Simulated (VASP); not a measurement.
Set up this calculation in VASP 6.6.1, as the native input.

- Task: single point
- Functional: PBE
- Dispersion: D3(BJ)
- Potentials or basis: VASP PAW PBE potentials, release 64 (Si, Ga_d)
- Cutoff: 520 eV
- k mesh: 2 × 2 × 2
- Occupations: gaussian, width 0.05 eV
- Spin: collinear spin, zero start
- Starting moments: [0.0, 0.0, 0.0, 0.0, 0.0, 0.0, 0.0, 0.0, 0.0, 0.0, 0.0, 0.0, 0.0, 0.0, 0.0, 0.0, 0.0] μB
- Dipole correction: no
- Further INCAR settings: LREAL = Auto; ALGO = Normal; EDIFF = 1e-06; NBANDS = 56

The structure of GaSi16 (a cell with a defect) lies in POSCAR:

```
GaSi16
1.0
    0.0000000000      5.4300000000      5.4300000000
    5.4300000000      0.0000000000      5.4300000000
    5.4300000000      5.4300000000      0.0000000000
Si Ga
16 1
Direct
    0.0168270718      0.0170033149     -0.0508204420
    0.1171787293      0.1173549724      0.1168564457
   -0.0010057090     -0.0008311234      0.4891968692
    0.1412067219      0.1413792818      0.5760457643
   -0.0349289134      0.5115854512      0.0117591160
    0.1171808471      0.6486224678      0.1168475138
   -0.0010017495      0.5126518416      0.4891866483
    0.1110889503      0.6272594843      0.6343959484
    0.5114104052     -0.0347566298      0.0117687845
    0.6484475138      0.1173537753      0.1168524862
    0.5124796501     -0.0008310313      0.4891916206
    0.6270848987      0.1112587477      0.6344047882
    0.5114180479      0.5115856354      0.0117650092
    0.6049060773      0.6050764273      0.1849504604
    0.4807775322      0.4809475138      0.5573359116
    0.6270895028      0.6272600368      0.6344016575
    0.3397100368      0.3398827808      0.9805395028
```

The input as run:

INCAR

```
PREC     = Accurate       # precision mode
ENCUT    = 520            # plane-wave cutoff, eV
EDIFF    = 1E-6           # SCF threshold, eV
ISMEAR   = 0              # smearing method
SIGMA    = 0.05           # smearing width, eV
LREAL    = Auto         
LASPH    = T              # aspherical terms in the spheres
NELM     = 150            # most SCF steps
ALGO     = Normal         # electronic algorithm
ISIF     = 2              # what is computed and relaxed
LWAVE    = F              # write WAVECAR
LCHARG   = T              # write CHGCAR
ISPIN    = 2              # spin polarisation
MAGMOM   = 0 0 0 0 0 0 0 0 0 0 0 0 0 0 0 0 0 # initial moments
LORBIT   = 11             # projections on sites
GGA      = PE             # functional
IVDW     = 12             # dispersion correction
LELF     = T              # ELF
LVHAR    = T            
NBANDS   = 56             # bands
```

KPOINTS

```
Automatic mesh
0
Gamma
  2 2 2
```

Potentials or basis: VASP PAW PBE potentials, release 64 (Si, Ga_d).

Launch:

```sh
$ cat potpaw_PBE.64/Si/POTCAR potpaw_PBE.64/Ga_d/POTCAR > POTCAR
$ mpirun -np 1 vasp_std > vasp.out
```

Results of the run:

* Pressure: 2.6 GPa
* Largest force: 0.841 eV/Å
* Net moment: 0.00 μB per cell
* Valence electrons inside the program's atomic spheres: Si 1.70, 1.67, 1.68, 1.69, 1.73; Ga 11.88
* Dispersion energy per atom: -0.331 eV

Caveat: the k points lie up to 0.50 Å⁻¹ apart.

Run time: 9.4 min on 1 thread of Intel(R) Xeon(R) 6975P-C (Granite Rapids) (shared host), peak memory 0.69 GiB.
